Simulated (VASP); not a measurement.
# VCuSi3 (Pm-3m) in VASP: a series of runs

The runs below take VCuSi3 through single point, relaxation of cell and atoms, with PBE.

Everything below comes from runs of VASP 6.6.1. Logs are shortened: lines on timing, memory, paths and dates and some standing lists are left out, and cuts for length are marked.

## Step 1: The cell of the first run

Symmetry: Pm-3m, No. 221, cubic system. Conventional cell: a = 4.459 Å, b = 4.459 Å, c = 4.459 Å, α = 90.00°, β = 90.00°, γ = 90.00°. Within 4.1 Å of V (site symmetry m-3m) lie 12 Si at 3.15 Å and 8 Cu at 3.86 Å. Within 2.9 Å of Si (site symmetry 4/mmm) lie 2 Cu at 2.23 Å. Within 2.9 Å of Cu (site symmetry m-3m) lie 6 Si at 2.23 Å.

## Step 2: Single point, PBE, collinear spin, ferromagnetic start

The input, INCAR:

```
SYSTEM = VCuSi3
  PREC = Accurate
  ENCUT = 600
  EDIFF = 1E-6
  ISMEAR = 0
  SIGMA = 0.1
  LREAL = .FALSE.
  LASPH = .TRUE.
  NELM = 200
  ALGO = Normal
  ISIF = 2
  LWAVE = .FALSE.
  LCHARG = .TRUE.
  ISPIN = 2
  MAGMOM = 2.43 0 0 0 0
  LORBIT = 11
  LMAXMIX = 4
  GGA = PE
  LELF = .TRUE.
  LVHAR = .TRUE.
  NBANDS = 30
  GGA_COMPAT = .FALSE.
```

The input, KPOINTS:

```
Automatic mesh
0
G
  4 4 4
  0 0 0
```

The input, POSCAR:

```
VCuSi3
1.0
    4.4593410033      0.0000000000      0.0000000000
    0.0000000000      4.4593410033      0.0000000000
    0.0000000000      0.0000000000      4.4593410033
V Si Cu
1 3 1
Direct
    0.0000000000      0.0000000000      0.0000000000
    0.0000000000      0.5000000000      0.5000000000
    0.5000000000      0.0000000000      0.5000000000
    0.5000000000      0.5000000000      0.0000000000
    0.5000000000      0.5000000000      0.5000000000
```

Potentials or basis: VASP PAW PBE potentials, release 64 (V_sv, Si, Cu).

Command:

```
cat potpaw_PBE.64/V_sv/POTCAR potpaw_PBE.64/Si/POTCAR potpaw_PBE.64/Cu/POTCAR > POTCAR
mpirun -np 1 vasp_std > vasp.out
```

OUTCAR:

```text
SYSTEM = VCuSi3
   PREC = Accurate
   ENCUT = 600
   EDIFF = 1E-6
   ISMEAR = 0
   LREAL = .FALSE.
   LASPH = .TRUE.
   NELM = 200
   ISIF = 2
   ISPIN = 2
   LORBIT = 11
   GGA = PE

 ion  position               nearest neighbor table
   1  0.000  0.000  0.000-
   2  0.000  0.500  0.500-   5 2.23   5 2.23
   3  0.500  0.000  0.500-   5 2.23   5 2.23
   4  0.500  0.500  0.000-   5 2.23   5 2.23
   5  0.500  0.500  0.500-   2 2.23   3 2.23   4 2.23   4 2.23   3 2.23   2 2.23

  LATTYP: Found a simple cubic cell.
 ALAT       =     4.4593410033

  Lattice vectors:

 A1 = (   4.4593410033,   0.0000000000,   0.0000000000)
 A2 = (   0.0000000000,   4.4593410033,   0.0000000000)
 A3 = (   0.0000000000,   0.0000000000,   4.4593410033)

Analysis of symmetry for initial positions (statically):
=====================================================================
 Subroutine PRICEL returns:
 Original cell was already a primitive cell.

 Routine SETGRP: Setting up the symmetry group for a
 simple cubic supercell.

 Subroutine GETGRP returns: Found 48 space group operations
 (whereof 48 operations were pure point group operations)
 out of a pool of 48 trial point group operations.

The static configuration has the point symmetry O_h .

Analysis of symmetry for dynamics (positions and initial velocities):
=====================================================================
 Subroutine PRICEL returns:
 Original cell was already a primitive cell.

 Routine SETGRP: Setting up the symmetry group for a
 simple cubic supercell.

 Subroutine GETGRP returns: Found 48 space group operations
 (whereof 48 operations were pure point group operations)
 out of a pool of 48 trial point group operations.

The dynamic configuration has the point symmetry O_h .

Analysis of structural, dynamic, and magnetic symmetry:
=====================================================================
 Subroutine PRICEL returns:
 Original cell was already a primitive cell.

 Routine SETGRP: Setting up the symmetry group for a
 simple cubic supercell.

 Subroutine GETGRP returns: Found 48 space group operations
 (whereof 48 operations were pure point group operations)
 out of a pool of 48 trial point group operations.

The overall configuration has the point symmetry O_h .

 Subroutine INISYM returns: Found 48 space group operations
 (whereof 48 operations are pure point group operations),
 and found     1 'primitive' translations

----------------------------------------------------------------------------------------

                                     Primitive cell

  volume of cell :      88.6772

  direct lattice vectors                    reciprocal lattice vectors
     4.459341003  0.000000000  0.000000000     0.224248381  0.000000000  0.000000000
     0.000000000  4.459341003  0.000000000     0.000000000  0.224248381  0.000000000
     0.000000000  0.000000000  4.459341003     0.000000000  0.000000000  0.224248381

  length of vectors
     4.459341003  4.459341003  4.459341003     0.224248381  0.224248381  0.224248381

  position of ions in fractional coordinates (direct lattice)
     0.000000000  0.000000000  0.000000000
     0.000000000  0.500000000  0.500000000
     0.500000000  0.000000000  0.500000000
     0.500000000  0.500000000  0.000000000
     0.500000000  0.500000000  0.500000000

  ion indices of the primitive-cell ions
   primitive index   ion index
                 1           1
                 2           2
                 3           3
                 4           4
                 5           5

----------------------------------------------------------------------------------------

 KPOINTS: Automatic mesh

Automatic generation of k-mesh.
 Grid dimensions read from file:
 generate k-points for:    4    4    4

 Generating k-lattice:

  Cartesian coordinates                     Fractional coordinates (reciprocal lattice)
     0.056062095  0.000000000  0.000000000     0.250000000  0.000000000  0.000000000
     0.000000000  0.056062095  0.000000000     0.000000000  0.250000000  0.000000000
     0.000000000  0.000000000  0.056062095     0.000000000  0.000000000  0.250000000

  Length of vectors
     0.056062095  0.056062095  0.056062095

  Shift w.r.t. Gamma in fractional coordinates (k-lattice)
     0.000000000  0.000000000  0.000000000

 Subroutine IBZKPT returns following result:
 ===========================================

 Found     10 irreducible k-points:

 Following reciprocal coordinates:
            Coordinates               Weight
  0.000000  0.000000  0.000000      1.000000
  0.250000  0.000000  0.000000      6.000000
  0.500000  0.000000  0.000000      3.000000
  0.250000  0.250000  0.000000     12.000000
  0.500000  0.250000  0.000000     12.000000
  0.500000  0.500000  0.000000      3.000000
  0.250000  0.250000  0.250000      8.000000
  0.500000  0.250000  0.250000     12.000000
  0.500000  0.500000  0.250000      6.000000
  0.500000  0.500000  0.500000      1.000000
   k-points           NKPTS =     10   k-points in BZ     NKDIM =     10   number of bands    NBANDS=     30
   number of dos      NEDOS =    301   number of ions     NIONS =      5
   total plane-waves  NPLWV =  46656
   dimension x,y,z NGX =    36 NGY =   36 NGZ =   36
   dimension x,y,z NGXF=    72 NGYF=   72 NGZF=   72
   ions per type =               1   3   1
   NGX,Y,Z   is equivalent  to a cutoff of  13.42, 13.42, 13.42 a.u.
   NGXF,Y,Z  is equivalent  to a cutoff of  26.84, 26.84, 26.84 a.u.
 SYSTEM =  VCuSi3
   PREC   = accura    normal or accurate (medium, high low for compatibility)
   ISTART =      0    job   : 0-new  1-cont  2-samecut
   ICHARG =      2    charge: 1-file 2-atom 10-const
   ISPIN  =      2    spin polarized calculation?
   LNONCOLLINEAR =      F non collinear calculations
   LSORBIT =      F    spin-orbit coupling
   LASPH  =      T    aspherical Exc in radial PAW
   ENCUT  =  600.0 eV  44.10 Ry    6.64 a.u.   8.91  8.91  8.91*2*pi/ulx,y,z
   NELM   =    200;   NELMIN=  2; NELMDL= -5     # of ELM steps
   EDIFF  = 0.1E-05   stopping-criterion for ELM
   LREAL  =      F    real-space projection
   EDIFFG = 0.1E-04   stopping-criterion for IOM
   NSW    =      0    number of steps for IOM
   IBRION =     -1    ionic relax: 0-MD 1-quasi-New 2-CG
   NFREE  =      0    steps in history (QN), initial steepest desc. (CG)
   ISIF   =      2    stress and relaxation
   ISYM   =      2    0-nonsym 1-usesym 2-fastsym
   POTIM  = 0.5000    time-step for ionic-motion
   TEBEG  =    0.0;   TEEND  =   0.0 temperature during run
   PSTRESS=    0.0 pullay stress
   NELECT =      36.0000    total number of electrons
   NUPDOWN=      -1.0000    fix difference up-down
   EMIN   =  10.00;   EMAX   =-10.00  energy-range for DOS
   EFERMI =   0.00;   METHOD = LEGACY
   ISMEAR =     0;   SIGMA  =   0.10  broadening in eV -4-tet -1-fermi 0-gaus
   EFERMI_NEDOS =   21; number of points for ismear=-14 and -15
   IALGO  =     38    algorithm
   IMIX   =      4    mixing-type and parameters
     AMIX     =   0.40;   BMIX     =  1.00
     AMIX_MAG =   1.60;   BMIX_MAG =  1.00
  volume/ion in A,a.u.               =      17.74       119.68
  Fermi-wavevector in a.u.,A,eV,Ry     =   1.212193  2.290712 19.992551  1.469411
  Thomas-Fermi vector in A             =   2.347684
   LORBIT       =     11    0 simple, 1 ext, 2 COOP (PROOUT), +10 PAW based schemes
   GGA     = PE    functional components
   LHFCALC =     F    Hartree Fock is set to
   AEXX    =    0.0000 exact exchange contribution
   IVDW    =     0    specifies the selected vdW correction
   LEPSILON=     F    determine dielectric tensor
   LRPA    =     F    only Hartree local field effects (RPA)
 spin polarized calculation
 Gauss-broadening in eV      SIGMA  =   0.10
  energy-cutoff  :      600.00
  volume of cell :       88.68
 maximum number of plane-waves:      3016
 NGX is ok and might be reduce to    36
   NGX = 17   NGY = 17   NGZ = 17

 number of electron      36.0000022 magnetization      -0.0103493

 number of electron      36.0000022 magnetization       0.0321690

 Free energy of the ion-electron system (eV)
  ---------------------------------------------------
  ext. energy  EPLUGINS =         0.00000000
  ---------------------------------------------------
  free energy    TOTEN  =       -23.49100781 eV

  energy without entropy =      -23.43835626  energy(sigma->0) =      -23.46468203

 E-fermi :   7.0559     XC(G=0): -10.5201

 val. band max:        7.0554468529   @ k =   0.2500   0.2500   0.0000
 cond. band min:       7.0667247797   @ k =   0.5000   0.5000   0.0000
 fundamental gap:      0.0112779267
 Fermi energy:         7.0558834369

 spin component 1

 k-point     1 :       0.0000    0.0000    0.0000
  band No.  band energies     occupation
      1     -57.3945      1.00000
      2     -31.2408      1.00000
      3     -31.2408      1.00000
      4     -31.2408      1.00000
      5      -4.6672      1.00000
      6      -0.2080      1.00000
[... 319 lines left out ...]
     29      14.5007      0.00000
     30      14.5007      0.00000
 Fermi energy:         7.0558834369

 spin component 2

 k-point     1 :       0.0000    0.0000    0.0000
  band No.  band energies     occupation
      1     -57.3869      1.00000
      2     -31.2333      1.00000
      3     -31.2333      1.00000
      4     -31.2333      1.00000
      5      -4.6584      1.00000
      6      -0.2044      1.00000
[... 319 lines left out ...]
     29      14.5122      0.00000
     30      14.5122      0.00000

------------------------ aborting loop because EDIFF is reached ----------------------------------------

  FORCE on cell =-STRESS in cart. coord.  units (eV):
  Direction    XX          YY          ZZ          XY          YZ          ZX
  --------------------------------------------------------------------------------------
  -------------------------------------------------------------------------------------
  Total       -1.2900794     -1.2900794     -1.2900794      0.0000000      0.0000000     -0.0000000
  in kB      -23.3085349    -23.3085349    -23.3085349      0.0000000      0.0000000     -0.0000000
  external PRESSURE =     -23.3085349 kB  Pullay stress =       0.0000000 kB

 VOLUME and BASIS-vectors are now :
 -----------------------------------------------------------------------------
  energy-cutoff  :      600.00
  volume of cell :       88.68
      direct lattice vectors                 reciprocal lattice vectors
     4.459341003  0.000000000  0.000000000     0.224248381  0.000000000  0.000000000
     0.000000000  4.459341003  0.000000000     0.000000000  0.224248381  0.000000000
     0.000000000  0.000000000  4.459341003     0.000000000  0.000000000  0.224248381

 POSITION                                       TOTAL-FORCE (eV/Angst)
 -----------------------------------------------------------------------------------
      0.00000      0.00000      0.00000         0.000000      0.000000      0.000000
      0.00000      2.22967      2.22967         0.000000      0.000000      0.000000
      2.22967      0.00000      2.22967         0.000000      0.000000      0.000000
      2.22967      2.22967      0.00000         0.000000      0.000000      0.000000
      2.22967      2.22967      2.22967         0.000000      0.000000      0.000000
 -----------------------------------------------------------------------------------
    total drift:                                0.000000      0.000000      0.000000

  FREE ENERGIE OF THE ION-ELECTRON SYSTEM (eV)
  ---------------------------------------------------
  free  energy   TOTEN  =       -23.4910078075 eV

  energy  without entropy=      -23.4383562599  energy(sigma->0) =      -23.46468203

 total charge

# of ion       s       p       d       tot
------------------------------------------
    1        2.194   6.035   2.956  11.185
    2        0.841   0.715   0.000   1.556
    3        0.841   0.715   0.000   1.556
    4        0.841   0.715   0.000   1.556
    5        0.617   0.660   9.186  10.463
--------------------------------------------------
tot          5.333   8.841  12.143  26.317

 magnetization (x)

# of ion       s       p       d       tot
------------------------------------------
    1        0.003  -0.001   0.013   0.014
    2        0.006  -0.002   0.000   0.004
    3        0.006  -0.002   0.000   0.004
    4        0.006  -0.002   0.000   0.004
    5        0.009   0.006  -0.003   0.012
--------------------------------------------------
tot          0.028  -0.001   0.010   0.037
```

It took 3.9 min on 1 thread of Intel Xeon 8259CL, shared host; peak memory 0.27 GiB.

Results:

| Quantity | Value |
| --- | --- |
| Free energy | -23.4910 eV |
| Pressure | -2.3 GPa |
| Band gap on the k mesh | zero (filled and empty bands overlap) |
| Net moment | 0.03 μB per cell |
| Valence electrons inside the program's atomic spheres | V 11.19; Si 1.56; Cu 10.46 |

## Step 3: Relaxation of cell and atoms, PBE, collinear spin, ferromagnetic start

This run uses another cell than the first one, of 13.34 Å³/atom.

The input, INCAR:

```
SYSTEM = VCuSi3
  PREC = Accurate
  ENCUT = 600
  EDIFF = 1E-7
  ISMEAR = 0
  SIGMA = 0.1
  LREAL = .False.
  LASPH = .True.
  NELM = 200
  ALGO = Normal
  ISIF = 3
  LWAVE = .False.
  LCHARG = .False.
  ISPIN = 2
  MAGMOM = 2.43 0 0 0 0
  LORBIT = 11
  LMAXMIX = 4
  GGA = PE
  IBRION = 2
  NSW = 90
  EDIFFG = -0.04
  GGA_COMPAT = .False.
  NELMIN = 4
```

The input, KPOINTS:

```
Automatic mesh
0
Gamma
  4 4 4
  0 0 0
```

POSCAR: that of step 2 with these lines changed.

```diff
@@ -2,5 +2,5 @@
 1.0
-    4.4593410033      0.0000000000      0.0000000000
-    0.0000000000      4.4593410033      0.0000000000
-    0.0000000000      0.0000000000      4.4593410033
+    4.0551850586      0.0000000000      0.0000000000
+    0.0000000000      4.0551850586      0.0000000000
+    0.0000000000      0.0000000000      4.0551850586
 V Si Cu
```

Potentials or basis: VASP PAW PBE potentials, release 64 (V_sv, Si, Cu).

Command:

```
cat potpaw_PBE.64/V_sv/POTCAR potpaw_PBE.64/Si/POTCAR potpaw_PBE.64/Cu/POTCAR > POTCAR
mpirun -np 1 vasp_std > vasp.out
```

Run time: 11 min. Hardware: 1 thread of Intel Xeon 8259CL, shared host; peak memory 0.23 GiB.

It converged, with:

```
Free energy                                           : -23.4839 eV
Relaxed volume                                        : 17.09 Å³/atom
Relaxed cell                                          : a = 4.404 Å, b = 4.404 Å, c = 4.404 Å, α = 90.00°, β = 90.00°, γ = 90.00°
Space group after relaxing (to 0.1 Å)                 : Pm-3m (No. 221)
Energy gained by relaxing                             : 273.7 meV/atom
Ionic steps                                           : 5
Pressure after relaxing                               : 0.0 GPa
Band gap on the k mesh                                : zero (filled and empty bands overlap)
Net moment                                            : 0.00 μB per cell
Valence electrons inside the program's atomic spheres : V 11.19; Si 1.57; Cu 10.54
```

The path:
```
step  energy change (eV)  largest force (eV/Å)  pressure (GPa)  volume (Å³)
   1              0.0000                0.0000           38.84        66.69
   2             -1.6875                0.0000           -7.50       103.01
   3             -1.3420                0.0000           -2.74        88.46
   4             -1.3656                0.0000           -0.95        86.43
   5             -1.3686                0.0000            0.02        85.43
```

Final structure:
```cif
data_structure
_symmetry_space_group_name_H-M 'P 1'
_symmetry_Int_Tables_number 1
_cell_length_a 4.4043
_cell_length_b 4.4043
_cell_length_c 4.4043
_cell_angle_alpha 90.000
_cell_angle_beta 90.000
_cell_angle_gamma 90.000
_cell_volume 85.43
loop_
_atom_site_label
_atom_site_type_symbol
_atom_site_fract_x
_atom_site_fract_y
_atom_site_fract_z
_atom_site_occupancy
V1 V 0.00000 0.00000 0.00000 1
Si1 Si 0.00000 0.50000 0.50000 1
Si2 Si 0.50000 0.00000 0.50000 1
Si3 Si 0.50000 0.50000 0.00000 1
Cu1 Cu 0.50000 0.50000 0.50000 1
```

Levels at points of the mesh, in eV from the Fermi level:
Spin up:
| k point | band 16 | band 17 | band 18 | band 19 | band 20 | band 21 |
| --- | --- | --- | --- | --- | --- | --- |
| (0.00, 0.00, 0.00) | -0.89 | -0.17 | -0.17 | -0.17 | 0.53 | 0.53 |
| (0.50, 0.00, 0.00) | -0.65 | -0.53 | -0.27 | -0.27 | -0.12 | 0.26 |
| (0.50, 0.50, 0.00) | -1.29 | -1.19 | 0.01 | 0.01 | 0.13 | 0.18 |
| (0.50, 0.50, 0.50) | -2.86 | -0.50 | 0.28 | 0.28 | 0.50 | 0.50 |
Spin down:
```
           k point  band 14  band 15  band 16  band 17  band 18  band 19  band 20  band 21  band 22  band 23
(0.00, 0.00, 0.00)    -3.13    -3.13    -0.89    -0.17    -0.17    -0.17     0.53     0.53     1.75     1.75
(0.50, 0.00, 0.00)    -2.38    -2.02    -0.65    -0.53    -0.27    -0.27    -0.12     0.26     0.26     0.35
(0.50, 0.50, 0.00)    -2.52    -1.29    -1.29    -1.19     0.01     0.01     0.13     0.18     0.90     2.45
(0.50, 0.50, 0.50)    -2.86    -2.86    -2.86    -0.50     0.28     0.28     0.50     0.50     0.50     5.24
```

Caveat: the k points lie up to 0.36 Å⁻¹ apart in the final cell, too coarse for converged energies and pressures of a metal; the volume moved by over 15 % at a fixed basis, so the end points are rough.
